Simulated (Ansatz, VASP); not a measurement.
WSe2 in VASP and in Ansatz

```
Se W
1.0
     3.32900    0.00000    0.00000
    -1.66450    2.88300    0.00000
     0.00000    0.00000   32.73738
Se W
2 1
Direct
  0.33333 0.66667 0.44943
  0.33333 0.66667 0.55057
  0.66667 0.33333 0.50000
```

Alike in both runs: task single point; functional PBE; dispersion D3(BJ); k mesh 9 × 9 × 1; occupations gaussian, width 0.02 eV; no spin polarisation.

|  | VASP | Ansatz |
| --- | --- | --- |
| version | VASP 6.6.1 | Ansatz 0.2.0 |
| potentials or method | VASP PAW PBE potentials, release 64 (Se, W_sv), cutoff 520 eV | scalar-relativistic, plane waves, PAW |
| valence electrons in the cell | 26 | 46 |

```tsv
	VASP	Ansatz	Ansatz less VASP
gap on the k mesh at the Fermi level (eV)	1.48	1.48	+0.004
least direct gap on the mesh (eV)	1.48	1.48	+0.004
rms of the force components (eV/Å)	0.131	0.108	-0.0226
```

VASP's potentials hold 26 valence electrons a cell and Ansatz's 46, so a difference there can come from the potentials and not from the codes.

Neither program's run includes spin-orbit coupling.
